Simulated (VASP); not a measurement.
Crystal: Lu2Sc3N.

```
Lu Sc N
1.0
     4.05214    0.00000    0.00000
    -2.02607    3.50926    0.00000
     0.00000    0.00000    7.57374
Lu Sc N
2 3 1
Direct
  0.66667 0.33333 0.23545
  0.66667 0.33333 0.76455
  0.00000 0.00000 0.50000
  0.33333 0.66667 0.00000
  0.33333 0.66667 0.50000
  0.00000 0.00000 0.00000
```

The cell was generated, and may not be a known phase.

* Program: VASP 6.6.1
* Task: relaxation of cell and atoms
* Functional: PBE
* Potentials or basis: VASP PAW PBE potentials, release 64 (Lu, Sc_sv, N)
* Cutoff: 600 eV
* k mesh: 6 × 6 × 2
* Occupations: gaussian, width 0.1 eV
* Spin: no spin polarisation

At the start: pressure 12.5 GPa; volume 17.95 Å³/atom.

Task: How do energy, volume and symmetry change on relaxing?

Result: Over 25 steps the energy falls by 145.9 meV/atom and the volume is 22.02 Å³/atom (+22.6 %); space group P-6m2 (No. 187, to 0.1 Å) before and after.

The path:
```
step  energy change (eV)  largest force (eV/Å)  pressure (GPa)  volume (Å³)
   1              0.0000                0.1192           12.51       107.70
   2             -0.7031                0.2633           -0.98       131.05
   3             -0.7115                0.2346            0.03       128.35
   4             -0.7114                0.2399           -0.11       128.78
   5             -0.7185                0.1916           -0.06       128.94
   6             -0.7353                0.0411           -0.16       129.40
   7             -0.7456                0.2616           -0.05       130.25
   8             -0.7517                0.2894           -0.01       130.35
   9             -0.7713                0.3639            0.11       130.59
  10             -0.8099                0.4501            0.53       130.89
  11             -0.8155                0.5077            1.92       130.81
  12             -0.8301                0.4895            1.23       130.95
  13             -0.8461                0.3929            0.83       132.17
  14             -0.8562                0.2353            0.18       134.36
  15             -0.8563                0.2459            0.21       134.20
  16             -0.8591                0.2322            0.13       134.18
  17             -0.8654                0.1889           -0.05       134.10
  18             -0.8692                0.1133           -0.43       133.90
  19             -0.8739                0.0686           -0.03       132.40
  20             -0.8743                0.0573            0.09       131.96
  21             -0.8744                0.0527            0.07       131.80
  22             -0.8743                0.0418            0.23       131.48
  23             -0.8744                0.0467            0.15       131.69
  24             -0.8744                0.0492            0.16       131.74
  25             -0.8753                0.0016            0.00       132.09
```

Final structure:
```
CELL_PARAMETERS angstrom
4.06065 0.00000 0.00000
-2.03033 3.51663 0.00000
0.00000 0.00000 9.25019
ATOMIC_POSITIONS crystal
Lu 0.66667 0.33333 0.25033
Lu 0.66667 0.33333 0.74967
Sc 0.00000 0.00000 0.50000
Sc 0.33333 0.66667 0.00000
Sc 0.33333 0.66667 0.50000
N 0.00000 0.00000 0.00000
```

Caveat: the k points lie up to 0.34 Å⁻¹ apart in the final cell; the volume moved by over 15 % at a fixed basis, so the end points are rough.
